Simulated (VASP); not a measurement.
Wanted: the native input for a VASP 6.6.1 run.

| Property | Result |
| --- | --- |
| Task | single point |
| Functional | PBEsol |
| Potentials or basis | VASP PAW PBE potentials, release 64 (W_sv, S) |
| Cutoff | 520 eV |
| k mesh | 12 × 12 × 1 |
| Occupations | gaussian, width 0.02 eV |
| Spin | no spin polarisation |
| Dipole correction | no |
| Further INCAR settings | ALGO = Normal; EDIFF = 1e-06; NBANDS = 49 |

The structure of WS2 lies in POSCAR:

```
WS2
1.0
    3.1931290909      0.0000000000      0.0000000000
   -1.5965645454      2.7653309103      0.0000000000
    0.0000000000      0.0000000000     28.1232426790
W S
3 6
Direct
    0.6666666667      0.3333333333      0.6597254118
    0.3333333333      0.6666666667      0.8840430837
    0.3333333333      0.6666666667      0.4354095038
    0.6666666667      0.3333333333      0.9391460537
    0.6666666667      0.3333333333      0.4905533993
    0.3333333333      0.6666666667      0.7148631995
    0.6666666667      0.3333333333      0.8288991773
    0.6666666667      0.3333333333      0.3803065262
    0.3333333333      0.6666666667      0.6045876348
```

This cell differs from its parent crystal: biaxial strain in the a-b plane: +1.5 %, then relaxed in part.

One way to write it, as run:

INCAR

```
ALGO = Normal
EDIFF = 1E-6
ENCUT = 520
GGA = PS
ISIF = 2
ISMEAR = 0
LASPH = True
LCHARG = True
LELF = True
LREAL = False
LVHAR = True
LWAVE = False
NBANDS = 49
NELM = 100
PREC = Accurate
SIGMA = 0.02
```

KPOINTS

```
k-points
0
Gamma
  12 12 1
```

Potentials or basis: VASP PAW PBE potentials, release 64 (W_sv, S).

The run is started by

```console
$ cat potpaw_PBE.64/W_sv/POTCAR potpaw_PBE.64/S/POTCAR > POTCAR
$ mpirun -np 1 vasp_std > vasp.out
```

Results of the run:

```json
{
  "Largest force": "0.022 eV/Å",
  "Band gap on the k mesh": "1.16 eV (least direct gap 1.68 eV)"
}
```

Caveat: the cell differs from its parent crystal (biaxial strain in the a-b plane: +1.5 %, then relaxed in part); the PAW data sets were made with another functional, which shifts forces and pressure a little; spin-orbit coupling is left out, which moves the levels of the heavy elements.

It took 2.8 min on 1 thread of Intel(R) Xeon(R) 6975P-C (Granite Rapids), with other jobs on the host, peak memory 0.43 GiB.
